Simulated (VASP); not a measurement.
# Ag2HCl2 in VASP: single point with PBE+D3(BJ)

Aim: the single point of Ag2HCl2 with PBE+D3(BJ).

All numbers are computed with VASP 6.6.1; they aren't measurements. Logs are shortened: lines on timing, memory, paths and dates and some standing lists are left out, and cuts for length are marked.

## Step 1: The cell of the first run

The cell holds a slab with vacuum, 5 atoms: a = 3.897 Å, b = 3.897 Å, c = 20.148 Å, α = 90.00°, β = 90.00°, γ = 90.00°.

## Step 2: Single point, PBE+D3(BJ), collinear spin, ferromagnetic start

INCAR reads:

```
SYSTEM = Ag2HCl2
PREC = Accurate
ENCUT = 520
EDIFF = 1E-6
ISMEAR = 0
SIGMA = 0.05
LREAL = .FALSE.
LASPH = .TRUE.
NELM = 150
ALGO = Normal
ISIF = 2
LWAVE = .FALSE.
LCHARG = .FALSE.
ISPIN = 2
MAGMOM = 0 0 0 0 1
LORBIT = 11
LMAXMIX = 4
LDIPOL = .TRUE.
IDIPOL = 3
DIPOL = 0.5 0.5 0.315
GGA = PE
IVDW = 12
NBANDS = 30
```

KPOINTS reads:

```
Automatic mesh
0
G
  7 7 1
  0 0 0
```

POSCAR reads:

```
Ag2HCl2
1.0
    3.8966246593      0.0000000000      0.0000000000
    0.0000000000      3.8966246593      0.0000000000
    0.0000000000      0.0000000000     20.1478735173
Ag Cl H
2 2 1
Direct
    0.0000000000      0.0000000000      0.1985321179
    0.5000000000      0.5000000000      0.3337564577
    0.5000000000      0.5000000000      0.1985321179
    0.0000000000      0.0000000000      0.3398807081
    0.1250000000      0.3750000000      0.5036697053
```

Potentials or basis: VASP PAW PBE potentials, release 64 (Ag, Cl, H).

On the command line:

```sh
> cat potpaw_PBE.64/Ag/POTCAR potpaw_PBE.64/Cl/POTCAR potpaw_PBE.64/H/POTCAR > POTCAR
> mpirun -np 1 vasp_std > vasp.out
```

OUTCAR:

```text
SYSTEM = Ag2HCl2
   PREC = Accurate
   ENCUT = 520
   EDIFF = 1E-6
   ISMEAR = 0
   LREAL = .FALSE.
   LASPH = .TRUE.
   NELM = 150
   ISIF = 2
   ISPIN = 2
   LORBIT = 11
   GGA = PE
   IVDW = 12
 IVDW          = 12

 ion  position               nearest neighbor table
   1  0.000  0.000  0.199-   3 2.76   3 2.76   3 2.76   3 2.76   4 2.85
   2  0.500  0.500  0.334-   3 2.72   4 2.76   4 2.76   4 2.76   4 2.76
   3  0.500  0.500  0.199-   2 2.72   1 2.76   1 2.76   1 2.76   1 2.76
   4  0.000  0.000  0.340-   2 2.76   2 2.76   2 2.76   2 2.76   1 2.85
   5  0.125  0.375  0.504-

  LATTYP: Found a simple tetragonal cell.
 ALAT       =     3.8966246593
 C/A-ratio  =     5.1705964210

  Lattice vectors:

 A1 = (   3.8966246593,   0.0000000000,   0.0000000000)
 A2 = (   0.0000000000,   3.8966246593,   0.0000000000)
 A3 = (   0.0000000000,   0.0000000000,  20.1478735173)

Analysis of symmetry for initial positions (statically):
=====================================================================
 Subroutine PRICEL returns:
 Original cell was already a primitive cell.

 Routine SETGRP: Setting up the symmetry group for a
 simple tetragonal supercell.

 Subroutine GETGRP returns: Found  1 space group operations
 (whereof  1 operations were pure point group operations)
 out of a pool of 16 trial point group operations.

The static configuration has the point symmetry C_1 .

Analysis of symmetry for dynamics (positions and initial velocities):
=====================================================================
 Subroutine PRICEL returns:
 Original cell was already a primitive cell.

 Routine SETGRP: Setting up the symmetry group for a
 simple tetragonal supercell.

 Subroutine GETGRP returns: Found  1 space group operations
 (whereof  1 operations were pure point group operations)
 out of a pool of 16 trial point group operations.

The dynamic configuration has the point symmetry C_1 .

Analysis of structural, dynamic, and magnetic symmetry:
=====================================================================
 Subroutine PRICEL returns:
 Original cell was already a primitive cell.

 Routine SETGRP: Setting up the symmetry group for a
 simple tetragonal supercell.

 Subroutine GETGRP returns: Found  1 space group operations
 (whereof  1 operations were pure point group operations)
 out of a pool of 16 trial point group operations.

The overall configuration has the point symmetry C_1 .

 Subroutine INISYM returns: Found  1 space group operations
 (whereof  1 operations are pure point group operations),
 and found     1 'primitive' translations

----------------------------------------------------------------------------------------

                                     Primitive cell

  volume of cell :     305.9189

  direct lattice vectors                    reciprocal lattice vectors
     3.896624659  0.000000000  0.000000000     0.256632365  0.000000000  0.000000000
     0.000000000  3.896624659  0.000000000     0.000000000  0.256632365  0.000000000
     0.000000000  0.000000000 20.147873517     0.000000000  0.000000000  0.049633029

  length of vectors
     3.896624659  3.896624659 20.147873517     0.256632365  0.256632365  0.049633029

  position of ions in fractional coordinates (direct lattice)
     0.000000000  0.000000000  0.198532118
     0.500000000  0.500000000  0.333756458
     0.500000000  0.500000000  0.198532118
     0.000000000  0.000000000  0.339880708
     0.125000000  0.375000000  0.503669705

  ion indices of the primitive-cell ions
   primitive index   ion index
                 1           1
                 2           2
                 3           3
                 4           4
                 5           5

----------------------------------------------------------------------------------------

 KPOINTS: Automatic mesh

Automatic generation of k-mesh.
 Grid dimensions read from file:
 generate k-points for:    7    7    1

 Generating k-lattice:

  Cartesian coordinates                     Fractional coordinates (reciprocal lattice)
     0.036661766  0.000000000  0.000000000     0.142857143  0.000000000  0.000000000
     0.000000000  0.036661766  0.000000000     0.000000000  0.142857143  0.000000000
[... 41 lines left out ...]
   total plane-waves  NPLWV = 135000
   dimension x,y,z NGX =    30 NGY =   30 NGZ =  150
   dimension x,y,z NGXF=    60 NGYF=   60 NGZF=  300
   ions per type =               2   2   1
   NGX,Y,Z   is equivalent  to a cutoff of  12.80, 12.80, 12.38 a.u.
   NGXF,Y,Z  is equivalent  to a cutoff of  25.60, 25.60, 24.75 a.u.
 SYSTEM =  Ag2HCl2
   PREC   = accura    normal or accurate (medium, high low for compatibility)
   ISTART =      0    job   : 0-new  1-cont  2-samecut
   ICHARG =      2    charge: 1-file 2-atom 10-const
   ISPIN  =      2    spin polarized calculation?
   LNONCOLLINEAR =      F non collinear calculations
   LSORBIT =      F    spin-orbit coupling
   LASPH  =      T    aspherical Exc in radial PAW
   ENCUT  =  520.0 eV  38.22 Ry    6.18 a.u.   7.25  7.25 37.46*2*pi/ulx,y,z
   NELM   =    150;   NELMIN=  2; NELMDL= -5     # of ELM steps
   EDIFF  = 0.1E-05   stopping-criterion for ELM
   LREAL  =      F    real-space projection
   EDIFFG = 0.1E-04   stopping-criterion for IOM
   NSW    =      0    number of steps for IOM
   IBRION =     -1    ionic relax: 0-MD 1-quasi-New 2-CG
   NFREE  =      0    steps in history (QN), initial steepest desc. (CG)
   ISIF   =      2    stress and relaxation
   ISYM   =      2    0-nonsym 1-usesym 2-fastsym
   POTIM  = 0.5000    time-step for ionic-motion
   TEBEG  =    0.0;   TEEND  =   0.0 temperature during run
   PSTRESS=    0.0 pullay stress
   NELECT =      37.0000    total number of electrons
   NUPDOWN=      -1.0000    fix difference up-down
   EMIN   =  10.00;   EMAX   =-10.00  energy-range for DOS
   EFERMI =   0.00;   METHOD = LEGACY
   ISMEAR =     0;   SIGMA  =   0.05  broadening in eV -4-tet -1-fermi 0-gaus
   EFERMI_NEDOS =   21; number of points for ismear=-14 and -15
   IALGO  =     38    algorithm
   IMIX   =      4    mixing-type and parameters
     AMIX     =   0.40;   BMIX     =  1.00
     AMIX_MAG =   1.60;   BMIX_MAG =  1.00
  volume/ion in A,a.u.               =      61.18       412.89
  Fermi-wavevector in a.u.,A,eV,Ry     =   0.809605  1.529932  8.918082  0.655461
  Thomas-Fermi vector in A             =   1.918627
   LORBIT       =     11    0 simple, 1 ext, 2 COOP (PROOUT), +10 PAW based schemes
   GGA     = PE    functional components
   LHFCALC =     F    Hartree Fock is set to
   AEXX    =    0.0000 exact exchange contribution
   IVDW    =    12    specifies the selected vdW correction
   LEPSILON=     F    determine dielectric tensor
   LRPA    =     F    only Hartree local field effects (RPA)
 spin polarized calculation
 Gauss-broadening in eV      SIGMA  =   0.05
  energy-cutoff  :      520.00
  volume of cell :      305.92
 maximum number of plane-waves:      8267
 NGX is ok and might be reduce to    30
   NGX = 15   NGY = 15   NGZ = 75

 dipolmoment           0.000000      0.000000     -0.000009 electrons x Angstroem

 number of electron      37.0000009 magnetization       0.9999999

 dipolmoment           0.000000      0.000000      0.031996 electrons x Angstroem

 Free energy of the ion-electron system (eV)
  ---------------------------------------------------
  ext. energy  EPLUGINS =         0.00000000
  ---------------------------------------------------
  free energy    TOTEN  =       -11.72264519 eV

  energy without entropy =      -11.72264519  energy(sigma->0) =      -11.72264519

 E-fermi :  -2.4080     XC(G=0):  -3.6313

 val. band max:       -2.7006809170   @ k =   0.4286   0.0000   0.0000
 cond. band min:      -1.5904697168   @ k =   0.0000   0.0000   0.0000
 fundamental gap:      1.1102112001
 Fermi energy:        -2.4080052685

 spin component 1

 k-point     1 :       0.0000    0.0000    0.0000
  band No.  band energies     occupation
      1     -17.6934      1.00000
      2     -17.3265      1.00000
      3      -6.6261      1.00000
      4      -5.9827      1.00000
      5      -5.6819      1.00000
      6      -5.6818      1.00000
[... 781 lines left out ...]
     29       5.9180      0.00000
     30       6.2449      0.00000

 [... further k-points ...]

 spin component 2

 k-point     1 :       0.0000    0.0000    0.0000
  band No.  band energies     occupation
      1     -17.6923      1.00000
      2     -17.3199      1.00000
      3      -6.6211      1.00000
      4      -5.9381      1.00000
      5      -5.6808      1.00000
      6      -5.6807      1.00000
[... 781 lines left out ...]
     29       6.3754      0.00000
     30       6.5765      0.00000

 [... further k-points ...]

------------------------ aborting loop because EDIFF is reached ----------------------------------------

 vacuum level on the upper side and lower side of the slab       (xc-potential included)         0.062        -0.287

 Edisp (eV)   -0.89237

 E8    (eV) :    -0.3714

  FORCE on cell =-STRESS in cart. coord.  units (eV):
  Direction    XX          YY          ZZ          XY          YZ          ZX
  --------------------------------------------------------------------------------------
  -------------------------------------------------------------------------------------
  Total      -1.83401    -1.82018    -0.15322     0.00022     0.01404     0.01356
  in kB      -9.60521    -9.53275    -0.80248     0.00114     0.07353     0.07100
  external pressure =       -6.65 kB  Pullay stress =        0.00 kB

 VOLUME and BASIS-vectors are now :
 -----------------------------------------------------------------------------
  energy-cutoff  :      520.00
  volume of cell :      305.92
      direct lattice vectors                 reciprocal lattice vectors
     3.896624659  0.000000000  0.000000000     0.256632365  0.000000000  0.000000000
     0.000000000  3.896624659  0.000000000     0.000000000  0.256632365  0.000000000
     0.000000000  0.000000000 20.147873517     0.000000000  0.000000000  0.049633029

 POSITION                                       TOTAL-FORCE (eV/Angst)
 -----------------------------------------------------------------------------------
      0.00000      0.00000      4.00000        -0.000056     -0.000065      0.258326
      1.94831      1.94831      6.72448        -0.001543     -0.000962      0.021671
      1.94831      1.94831      4.00000        -0.000065     -0.000100     -0.264219
      0.00000      0.00000      6.84787        -0.002332     -0.002885      0.017954
      0.48708      1.46123     10.14787         0.003997      0.004012     -0.033731
 -----------------------------------------------------------------------------------
    total drift:                                0.000014      0.000019      0.000129

  FREE ENERGIE OF THE ION-ELECTRON SYSTEM (eV)
  ---------------------------------------------------
  free  energy   TOTEN  =       -12.6150106749 eV

  energy  without entropy=      -12.6150106749  energy(sigma->0) =      -12.61501067

 vacuum level on the upper side and lower side of the slab         2.803         2.444

 total charge

# of ion       s       p       d       tot
------------------------------------------
    1        0.192   0.121   9.369   9.682
    2        0.195   0.129   9.369   9.693
    3        1.600   3.473   0.000   5.074
    4        1.600   3.472   0.000   5.073
    5        0.379   0.000   0.000   0.379
--------------------------------------------------
tot          3.967   7.196  18.738  29.901

 magnetization (x)

# of ion       s       p       d       tot
------------------------------------------
    1        0.000   0.000   0.000   0.000
    2       -0.000  -0.000   0.002   0.002
    3        0.000   0.000   0.000   0.000
    4        0.000   0.006   0.000   0.006
    5        0.379   0.000   0.000   0.379
--------------------------------------------------
tot          0.379   0.006   0.003   0.388
```

It took 11 min on 1 thread of Intel Xeon Platinum 8488C (Sapphire Rapids), shared host; peak memory 0.69 GiB.

Results:

* Free energy: -12.6150 eV
* Largest force: 0.264 eV/Å
* Band gap on the k mesh: 1.11 eV, indirect (least direct gap 2.55 eV)
* Net moment: 1.00 μB per cell
* Site moments: Ag +0.00; Cl +0.00, +0.01; H +0.38 μB
* Valence electrons inside the program's atomic spheres: Ag 9.68, 9.69; Cl 5.07; H 0.38
* Dispersion energy per atom: -0.178 eV

Forces on the atoms (eV/Å):
```
Ag   0.000  0.000  0.258
Ag  -0.002 -0.001  0.022
Cl   0.000  0.000 -0.264
Cl  -0.002 -0.003  0.018
H    0.004  0.004 -0.034
```

Levels at points of the mesh, in eV from the valence-band top:
Spin up:
```tsv
k point	band 16	band 17	band 18	band 19	band 20	band 21	band 22	band 23
(0.00, 0.00, 0.00)	-2.09	-1.91	-1.91	-1.44	1.20	2.29	4.75	5.18
```
Spin down:
```
           k point  band 14  band 15  band 16  band 17  band 18  band 19  band 20  band 21  band 22  band 23
(0.00, 0.00, 0.00)    -2.32    -2.19    -1.91    -1.91    -1.44     1.11     2.17     4.01     4.79     5.75
```
